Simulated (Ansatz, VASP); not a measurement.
# One calculation of AlN, two programs

POSCAR

```
AlN
1.0
    0.1148943049      1.9534918368      2.0597957491
    2.0085114331     -0.0808049681      2.2554950220
    2.1124768164      2.2531564930     -0.1847703514
Al N
1 1
Direct
   -0.0112763166     -0.0303067994     -0.0252449388
    0.7612763166      0.7803067994      0.7752449388
```

The input INCAR.step1:

```
ALGO = Normal ; EDIFF = 1E-4
ENCUT = 520 ; GGA = PE
ISMEAR = 0 ; LASPH = True
LCHARG = False ; LREAL = False
LWAVE = True ; NELM = 100
PREC = Accurate ; SIGMA = 0.05
```

INCAR.step2

```
ALGO = Normal ; EDIFF = 1E-6
EDIFFG = -0.01 ; ENCUT = 520
IBRION = 2 ; ISIF = 2
ISMEAR = 0 ; ISTART = 1
LASPH = True ; LCHARG = False
LMIXTAU = True ; LREAL = False
LWAVE = False ; METAGGA = R2SCAN
NELM = 100 ; NSW = 100
PREC = Accurate ; SIGMA = 0.05
```

The input KPOINTS:

```
k-points
0
Gamma
  8 8 8
```

Input for Ansatz:

```yaml
crystal:
  lattice:
    - [0.1148943049, 1.9534918368, 2.0597957491]
    - [2.0085114331, -0.0808049681, 2.255495022]
    - [2.1124768164, 2.253156493, -0.1847703514]
  atoms:
    - { symbol: Al, position: [-0.0112763166, -0.0303067994, -0.0252449388] }
    - { symbol: "N", position: [0.7612763166, 0.7803067994, 0.7752449388] }
basis:
  ecutwfc: 500
kpoints:
  mp_grid: { grid: [8, 8, 8] }
hamiltonian:
  xc: r2scan
scf:
  occupations: { method: gaussian, width: 0.05 }
output:
  forces: true
  stress: true
  eigenvalues: true
  write_density: true
  write_potential: true
  elf: true
  volumetric_format: npy
relax:
  adjacent_minimum: "off"
  f_tol: 0.01
  max_steps: 80
```

Change from the starting cell: all atoms moved at random, sigma 0.1 Å a component, cell strained at random, sigma 0.1; relaxed back.

Alike in both runs: task relaxation of the atoms; functional r2SCAN; k mesh 8 × 8 × 8; occupations gaussian, width 0.05 eV; no spin polarisation.

```csv
,VASP,Ansatz
version,VASP 6.6.1,Ansatz 0.2.0
potentials or method,"VASP PAW PBE potentials, release 64 (Al, N), cutoff 520 eV","scalar-relativistic, plane waves, PAW"
valence electrons in the cell,8,8
```

Ansatz gave:

* gap on the k mesh at the Fermi level, each at its own relaxed structure (eV): 1.96

**Question.** What did VASP give for the same quantities?

**Answer.** gap on the k mesh at the Fermi level, each at its own relaxed structure (eV): 1.25.

VASP's potentials were made for PBE, not for r2SCAN. Ansatz's warnings: stress scf threshold loose.
